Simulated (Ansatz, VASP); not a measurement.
## Two plane-wave programs on TiSi2

Contents of POSCAR:

```
TiSi2
1.0
   -1.4922541174      1.7346606101      4.2675115011
    1.4922541174     -1.7346606101      4.2675115011
    1.4922541174      1.7346606101     -4.2675115011
Ti Si
1 2
Direct
    0.0000000000      0.0000000000      0.0000000000
    0.6700780000      0.6700780000      0.0000000000
    0.3299220000      0.3299220000      0.0000000000
```

INCAR.step1

```
SYSTEM = TiSi2
ALGO = Normal
EDIFF = 1E-4
ENCUT = 520
GGA = PE
ISMEAR = -1
LASPH = .True.
LCHARG = .False.
LREAL = .False.
LWAVE = .True.
NBANDS = 17
NELM = 100
PREC = Accurate
SIGMA = 0.05
```

The input INCAR.step2:

```
SYSTEM = TiSi2
ALGO = Normal
EDIFF = 1E-6
ENCUT = 520
ISIF = 2
ISMEAR = -1
ISTART = 1
LASPH = .True.
LCHARG = .False.
LMIXTAU = .True.
LREAL = .False.
LWAVE = .False.
METAGGA = R2SCAN
NBANDS = 17
NELM = 100
PREC = Accurate
SIGMA = 0.05
```

File KPOINTS:

```
k-points
0
Gamma
  12 12 12
  0 0 0
```

Contents of input.yaml:

```yaml
crystal:
  lattice:
    - [-1.4922541174, 1.7346606101, 4.2675115011]
    - [1.4922541174, -1.7346606101, 4.2675115011]
    - [1.4922541174, 1.7346606101, -4.2675115011]
  atoms:
    - { symbol: Ti, position: [0.0, 0.0, 0.0] }
    - { symbol: Si, position: [0.670078, 0.670078, 0.0] }
    - { symbol: Si, position: [0.329922, 0.329922, 0.0] }
hamiltonian:
  xc: r2scan
  pseudopotentials: { kind: paw }
kpoints:
  mp_grid: { grid: [12, 12, 12] }
scf:
  occupations: { method: fermi_dirac, width: 0.05 }
output:
  forces: true
  stress: true
  eigenvalues: true
```

Alike in both runs: task single point; functional r2SCAN; k mesh 12 × 12 × 12; occupations fermi-dirac, width 0.05 eV; no spin polarisation.

|  | VASP | Ansatz |
| --- | --- | --- |
| version | VASP 6.6.1 | Ansatz 0.2.0 |
| potentials or method | VASP PAW PBE potentials, release 64 (Ti_sv, Si) | Ansatz PAW |
| plane-wave cutoff (eV) | 520 | 500 |
| valence electrons in the cell | 20 | 20 |

Ansatz gave:

- gap on the k mesh at the Fermi level (eV): none
- pressure (GPa): -7.3
- traceless stress, the component that is largest in VASP (GPa): 0.91
- rms of the force components (eV/Å): 0.002

Problem. What did VASP give for the same quantities?

Solution. gap on the k mesh at the Fermi level (eV): none; pressure (GPa): -7.0; traceless stress, the component that is largest in VASP (GPa): 0.92; rms of the force components (eV/Å): 0.008.

VASP's potentials were made for PBE, not for r2SCAN. Atom by atom the forces differ by 0.005 eV/Å (rms over components). A gap of «none» marks a metal or a gap that the smearing closes. With one functional, cell and mesh, what is left measures potentials, basis and numerics.
